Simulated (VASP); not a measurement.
# Fe (Im-3m) in VASP: notebook, part 2 of 2

VASP 6.6.1.

### Step 3. Relaxation of cell and atoms, LDA, collinear spin, ferromagnetic start

This run uses another cell than the first one, of 10.43 Å³/atom, 1.002 times its volume.

Input file INCAR:

```
ALGO = Fast
EDIFF = 1E-7
EDIFFG = -0.005
ENCUT = 600
GGA = CA
IBRION = 2
ISIF = 3
ISMEAR = 0
ISPIN = 2
LASPH = T
LCHARG = F
LMAXMIX = 4
LORBIT = 11
LREAL = F
LWAVE = F
MAGMOM = 2.22
NELM = 150
NSW = 100
PREC = Accurate
SIGMA = 0.1
```

Input file KPOINTS:

```
k-points
0
Gamma
  22 22 22
```

Input file POSCAR:

```
Fe
1.0
   -1.3762269534      1.3762269534      1.3762269534
    1.3762269534     -1.3762269534      1.3762269534
    1.3762269534      1.3762269534     -1.3762269534
Fe
1
Direct
    0.0000000000      0.0000000000      0.0000000000
```

Potentials or basis: VASP PAW LDA potentials, release 64 (Fe).

Launch:

```
cat potpaw_LDA.64/Fe/POTCAR > POTCAR
mpirun -np 1 vasp_std > vasp.out
```

OUTCAR:

```text
EDIFF = 1E-7
   EDIFFG = -0.005
   ENCUT = 600
   GGA = CA
   IBRION = 2
   ISIF = 3
   ISMEAR = 0
   ISPIN = 2
   LASPH = T
   LORBIT = 11
   LREAL = F
   NELM = 150
   NSW = 100
   PREC = Accurate

 ion  position               nearest neighbor table
   1  0.000  0.000  0.000-

  LATTYP: Found a body centered cubic cell.
 ALAT       =     2.7524539068

  Lattice vectors:

 A1 = (  -1.3762269534,   1.3762269534,   1.3762269534)
 A2 = (   1.3762269534,  -1.3762269534,   1.3762269534)
 A3 = (   1.3762269534,   1.3762269534,  -1.3762269534)

Analysis of symmetry for initial positions (statically):
=====================================================================
 Subroutine PRICEL returns:
 Original cell was already a primitive cell.

 Routine SETGRP: Setting up the symmetry group for a
 body centered cubic supercell.

 Subroutine GETGRP returns: Found 48 space group operations
 (whereof 48 operations were pure point group operations)
 out of a pool of 48 trial point group operations.

The static configuration has the point symmetry O_h .

Analysis of symmetry for dynamics (positions and initial velocities):
=====================================================================
 Subroutine PRICEL returns:
 Original cell was already a primitive cell.

 Routine SETGRP: Setting up the symmetry group for a
 body centered cubic supercell.

 Subroutine GETGRP returns: Found 48 space group operations
 (whereof 48 operations were pure point group operations)
 out of a pool of 48 trial point group operations.

The dynamic configuration has the point symmetry O_h .

Analysis of structural, dynamic, and magnetic symmetry:
=====================================================================
 Subroutine PRICEL returns:
 Original cell was already a primitive cell.

 Routine SETGRP: Setting up the symmetry group for a
 body centered cubic supercell.

 Subroutine GETGRP returns: Found 48 space group operations
 (whereof 48 operations were pure point group operations)
 out of a pool of 48 trial point group operations.

The overall configuration has the point symmetry O_h .

 Subroutine INISYM returns: Found 48 space group operations
 (whereof 48 operations are pure point group operations),
 and found     1 'primitive' translations

----------------------------------------------------------------------------------------

                                     Primitive cell

  volume of cell :      10.4263

  direct lattice vectors                    reciprocal lattice vectors
    -1.376226953  1.376226953  1.376226953     0.000000000  0.363312169  0.363312169
     1.376226953 -1.376226953  1.376226953     0.363312169  0.000000000  0.363312169
     1.376226953  1.376226953 -1.376226953     0.363312169  0.363312169  0.000000000

  length of vectors
     2.383695006  2.383695006  2.383695006     0.513800997  0.513800997  0.513800997

  position of ions in fractional coordinates (direct lattice)
     0.000000000  0.000000000  0.000000000

  ion indices of the primitive-cell ions
   primitive index   ion index
                 1           1

----------------------------------------------------------------------------------------
[... 58 lines left out ...]
   NGX,Y,Z   is equivalent  to a cutoff of  13.95, 13.95, 13.95 a.u.
   NGXF,Y,Z  is equivalent  to a cutoff of  27.90, 27.90, 27.90 a.u.
 SYSTEM =  unknown system
   PREC   = accura    normal or accurate (medium, high low for compatibility)
   ISTART =      0    job   : 0-new  1-cont  2-samecut
   ICHARG =      2    charge: 1-file 2-atom 10-const
   ISPIN  =      2    spin polarized calculation?
   LNONCOLLINEAR =      F non collinear calculations
   LSORBIT =      F    spin-orbit coupling
   LASPH  =      T    aspherical Exc in radial PAW
   ENCUT  =  600.0 eV  44.10 Ry    6.64 a.u.   4.76  4.76  4.76*2*pi/ulx,y,z
   NELM   =    150;   NELMIN=  2; NELMDL= -5     # of ELM steps
   EDIFF  = 0.1E-06   stopping-criterion for ELM
   LREAL  =      F    real-space projection
   EDIFFG = -.5E-02   stopping-criterion for IOM
   NSW    =    100    number of steps for IOM
   IBRION =      2    ionic relax: 0-MD 1-quasi-New 2-CG
   NFREE  =      1    steps in history (QN), initial steepest desc. (CG)
   ISIF   =      3    stress and relaxation
   ISYM   =      2    0-nonsym 1-usesym 2-fastsym
   POTIM  = 0.5000    time-step for ionic-motion
   TEBEG  =    0.0;   TEEND  =   0.0 temperature during run
   PSTRESS=    0.0 pullay stress
   NELECT =       8.0000    total number of electrons
   NUPDOWN=      -1.0000    fix difference up-down
   EMIN   =  10.00;   EMAX   =-10.00  energy-range for DOS
   EFERMI =   0.00;   METHOD = LEGACY
   ISMEAR =     0;   SIGMA  =   0.10  broadening in eV -4-tet -1-fermi 0-gaus
   EFERMI_NEDOS =   21; number of points for ismear=-14 and -15
   IALGO  =     68    algorithm
   IMIX   =      4    mixing-type and parameters
     AMIX     =   0.40;   BMIX     =  1.00
     AMIX_MAG =   1.60;   BMIX_MAG =  1.00
  volume/ion in A,a.u.               =      10.43        70.36
  Fermi-wavevector in a.u.,A,eV,Ry     =   1.498746  2.832220 30.561954  2.246240
  Thomas-Fermi vector in A             =   2.610465
   LORBIT       =     11    0 simple, 1 ext, 2 COOP (PROOUT), +10 PAW based schemes
   GGA     = CA    functional components
   LHFCALC =     F    Hartree Fock is set to
   AEXX    =    0.0000 exact exchange contribution
   IVDW    =     0    specifies the selected vdW correction
   LEPSILON=     F    determine dielectric tensor
   LRPA    =     F    only Hartree local field effects (RPA)
 conjugate gradient relaxation of ions
 spin polarized calculation
 RMM-DIIS sequential band-by-band and
 Gauss-broadening in eV      SIGMA  =   0.10
  energy-cutoff  :      600.00
  volume of cell :       10.43
 maximum number of plane-waves:       370
   NGX =  9   NGY =  9   NGZ =  9

--------------------------------------- Ionic step        1  -------------------------------------------

 number of electron       7.9999995 magnetization       1.9550299

 Free energy of the ion-electron system (eV)
  ---------------------------------------------------
  ext. energy  EPLUGINS =         0.00000000
  ---------------------------------------------------
  free energy    TOTEN  =        -9.22499201 eV

  energy without entropy =       -9.21921957  energy(sigma->0) =       -9.22210579

------------------------ aborting loop because EDIFF is reached ----------------------------------------

  FORCE on cell =-STRESS in cart. coord.  units (eV):
  Direction    XX          YY          ZZ          XY          YZ          ZX
  --------------------------------------------------------------------------------------
  -------------------------------------------------------------------------------------
  Total       -0.1138925     -0.1138925     -0.1138925     -0.0000000      0.0000000     -0.0000000
  in kB      -17.5015066    -17.5015066    -17.5015066     -0.0000000      0.0000000     -0.0000000
  external PRESSURE =     -17.5015066 kB  Pullay stress =       0.0000000 kB
[... 57 lines left out ...]
--------------------------------------- Ionic step        3  -------------------------------------------

 number of electron       7.9999996 magnetization       1.9422047

 Free energy of the ion-electron system (eV)
  ---------------------------------------------------
  ext. energy  EPLUGINS =         0.00000000
  ---------------------------------------------------
  free energy    TOTEN  =        -9.22536828 eV

  energy without entropy =       -9.21971938  energy(sigma->0) =       -9.22254383

 E-fermi :   6.7614     XC(G=0): -13.9470

 val. band max:        6.7611795031   @ k =   0.3636   0.0000   0.0000
 cond. band min:       6.7666627832   @ k =  -0.3636   0.4091   0.0909
 fundamental gap:      0.0054832801
 Fermi energy:         6.7613729467

 spin component 1

 k-point     1 :       0.0000    0.0000    0.0000
  band No.  band energies     occupation
      1      -2.3622      1.00000
      2       4.2534      1.00000
      3       4.2534      1.00000
      4       4.2534      1.00000
      5       5.8108      1.00000
      6       5.8108      1.00000
      7      32.4799      0.00000
      8      32.4799      0.00000
      9      32.4799      0.00000
[... 265 lines left out ...]
 k-point    24 :       0.1364    0.0909    0.0000
  band No.  band energies     occupation
      1      -0.7296      1.00000
      2       3.8662      1.00000
      3       3.9869      1.00000
      4       5.2706      1.00000
      5       5.4868      1.00000
      6       5.9132      1.00000
      7      26.7002      0.00000
      8      28.4740      0.00000
      9      32.8620      0.00000

 [... further k-points ...]

 spin component 2

 k-point     1 :       0.0000    0.0000    0.0000
  band No.  band energies     occupation
      1      -1.9904      1.00000
      2       5.8280      1.00000
      3       5.8280      1.00000
      4       5.8281      1.00000
      5       7.9009      0.00000
      6       7.9009      0.00000
      7      32.6525      0.00000
      8      32.6525      0.00000
      9      32.6525      0.00000
[... 304 lines left out ...]
  FREE ENERGIE OF THE ION-ELECTRON SYSTEM (eV)
  ---------------------------------------------------
  free  energy   TOTEN  =        -9.2253682767 eV

  energy  without entropy=       -9.2197193835  energy(sigma->0) =       -9.22254383

 reached required accuracy - stopping structural energy minimisation

 total charge

# of ion       s       p       d       tot
------------------------------------------
    1        0.529   0.621   6.338   7.487

 magnetization (x)

# of ion       s       p       d       tot
------------------------------------------
    1       -0.009  -0.034   1.952   1.909
```

CONTCAR:

```text
Fe
   1.00000000000000
    -1.3731613011467301    1.3731613011467301    1.3731613011467301
     1.3731613011467301   -1.3731613011467301    1.3731613011467301
     1.3731613011467301    1.3731613011467301   -1.3731613011467301
  Fe
     1
Direct
     0.0000000000000000    0.0000000000000000    0.0000000000000000

  0.00000000E+00  0.00000000E+00  0.00000000E+00
```

Run time: 94 s. Hardware: 1 thread of Intel Xeon 6975P-C, shared host; peak memory 0.19 GiB.

What came out:

```
Free energy                                           : -9.2254 eV
Relaxed volume                                        : 10.36 Å³/atom
Relaxed cell                                          : a = 2.378 Å, b = 2.378 Å, c = 2.378 Å, α = 109.47°, β = 109.47°, γ = 109.47°
Space group after relaxing (to 0.05 Å)                : Im-3m (No. 229)
Energy gained by relaxing                             : 0.4 meV/atom
Ionic steps                                           : 3
Pressure after relaxing                               : 0.0 GPa
Net moment                                            : 1.94 μB per cell
Site moments                                          : Fe +1.91 μB
Valence electrons inside the program's atomic spheres : Fe 7.49
```

The path:
```
step  energy change (eV)  largest force (eV/Å)  pressure (GPa)  volume (Å³)
   1              0.0000                0.0000           -1.75        10.43
   2              0.0004                0.0000            2.45        10.26
   3             -0.0004                0.0000           -0.01        10.36
```

Final structure:
```
Fe
1.0
    -1.37316    1.37316    1.37316
     1.37316   -1.37316    1.37316
     1.37316    1.37316   -1.37316
Fe
1
Direct
  0.00000 0.00000 0.00000
```

Levels at points of the mesh, in eV from the Fermi level:
Spin up:
```csv
k point,band 2,band 3,band 4,band 5,band 6,band 7,band 8,band 9
"(0.00, 0.00, 0.00)",-2.51,-2.51,-2.51,-0.95,-0.95,25.72,25.72,25.72
"(0.50, 0.00, 0.00)",-3.78,-0.91,-0.72,0.36,0.64,8.20,18.98,21.50
"(0.50, 0.50, 0.50)",-5.40,0.32,0.32,0.32,10.43,10.43,10.43,16.63
```
Spin down:
| k point | band 1 | band 2 | band 3 | band 4 | band 5 | band 6 | band 7 | band 8 |
| --- | --- | --- | --- | --- | --- | --- | --- | --- |
| (0.00, 0.00, 0.00) | -8.75 | -0.93 | -0.93 | -0.93 | 1.14 | 1.14 | 25.89 | 25.89 |
| (0.50, 0.00, 0.00) | -4.39 | -2.36 | 0.73 | 1.06 | 1.43 | 2.47 | 9.41 | 19.29 |
| (0.50, 0.50, 0.50) | -3.97 | -3.97 | 2.12 | 2.12 | 2.12 | 10.88 | 10.88 | 10.88 |
